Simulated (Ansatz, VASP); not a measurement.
# Ba2ZrO3: VASP beside Ansatz

INCAR

```
PREC = Accurate
ENCUT = 520
EDIFF = 1E-6
ISMEAR = 0
SIGMA = 0.1
LREAL = F
LASPH = T
NELM = 80
ALGO = Normal
ISIF = 2
LWAVE = F
LCHARG = F
GGA = PE
NBANDS = 34
```

File KPOINTS:

```
regular mesh
0
Gamma
  6 6 4
```

POSCAR

```
Ba2ZrO3
1.0
    5.5929791000      0.0000000000      0.0000000000
   -2.7964895500      4.8436619800      0.0000000000
    0.0000000000      0.0000000000      4.5934974100
Ba Zr O
2 1 3
Direct
    0.6666666700      0.3333333300      0.0000000000
    0.3333333300      0.6666666700      0.0000000000
    0.0000000000      0.0000000000      0.0000000000
    0.0000000000      0.5000000000      0.5000000000
    0.5000000000      0.5000000000      0.5000000000
    0.5000000000      0.0000000000      0.5000000000
```

Input for Ansatz:

```yaml
crystal:
  lattice:
    - [5.5929791, 0.0, 0.0]
    - [-2.79648955, 4.84366198, 0.0]
    - [0.0, 0.0, 4.59349741]
  atoms:
    - { symbol: Ba, position: [0.66666667, 0.33333333, 0.0] }
    - { symbol: Ba, position: [0.33333333, 0.66666667, 0.0] }
    - { symbol: Zr, position: [0.0, 0.0, 0.0] }
    - { symbol: O, position: [0.0, 0.5, 0.5] }
    - { symbol: O, position: [0.5, 0.5, 0.5] }
    - { symbol: O, position: [0.5, 0.0, 0.5] }
basis:
  ecutwfc: 420
kpoints:
  mp_grid: { grid: [6, 6, 4] }
hamiltonian:
  xc: pbe
scf:
  occupations: { method: gaussian, width: 0.1 }
  lower_state_search: "off"
output:
  forces: true
  stress: true
  eigenvalues: true
```

Change from the starting cell: species swapped into the LaCo3Ni2 type (P6/mmm, No. 191).

Alike in both runs: task single point; functional PBE; k mesh 6 × 6 × 4; occupations gaussian, width 0.1 eV; no spin polarisation.

```csv
,VASP,Ansatz
version,VASP 6.6.1,Ansatz 0.2.0
potentials or method,"VASP PAW PBE potentials, release 64 (Ba_sv, Zr_sv, O), cutoff 520 eV","scalar-relativistic, plane waves, PAW"
valence electrons in the cell,50,50
```

Ansatz gave:

```
gap on the k mesh at the Fermi level (eV)                     : none
pressure (GPa)                                                : -1.1
traceless stress, the component that is largest in VASP (GPa) : -25.60
```

Problem. What did VASP give for the same quantities?

Solution. gap on the k mesh at the Fermi level (eV): none; pressure (GPa): 0.8; traceless stress, the component that is largest in VASP (GPa): -25.42.

A gap of «none» marks a metal or a gap that the smearing closes. With one functional, cell and mesh, what is left measures potentials, basis and numerics.

Neither program's run includes spin-orbit coupling.
